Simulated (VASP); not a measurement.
Runs of VASP 6.6.1 on Y. The structure is that of space group P6_3/mmc (No. 194), or close to it. The cells are those of the table. 

```tsv
level	cell	k mesh	gap on the mesh (eV)	pressure (GPa)
r2SCAN	a = 3.672, b = 3.672, c = 5.674 Å, angles 90.0, 90.0, 120.0°, 2 atoms	14 × 14 × 8	none	(a)
r2SCAN	a = 3.683, b = 3.683, c = 5.691 Å, angles 90.0, 90.0, 120.0°, 2 atoms	14 × 14 × 8	none	0.0
PBE	a = 3.667, b = 3.667, c = 5.667 Å, angles 90.0, 90.0, 120.0°, 2 atoms	6 × 6 × 4	none	-0.1
r2SCAN	a = 3.667, b = 3.667, c = 5.667 Å, angles 90.0, 90.0, 120.0°, 2 atoms	14 × 14 × 8	none	0.6
```

Alike in all rows: task single point; potentials or basis VASP PAW PBE potentials, release 64 (Y_sv); no spin polarisation; cutoff (eV) 520; smearing gaussian 0.05 eV.

**Question.** Fill in the values left out.

**Answer.** (a) 0.4.

Caveats: the PAW data sets were made with another functional, which shifts forces and pressure a little (at least some runs).

A k mesh can miss the band edges, and the runs leave out spin-orbit coupling on Y.

A gap of «none» marks levels without a gap at the run's occupations.
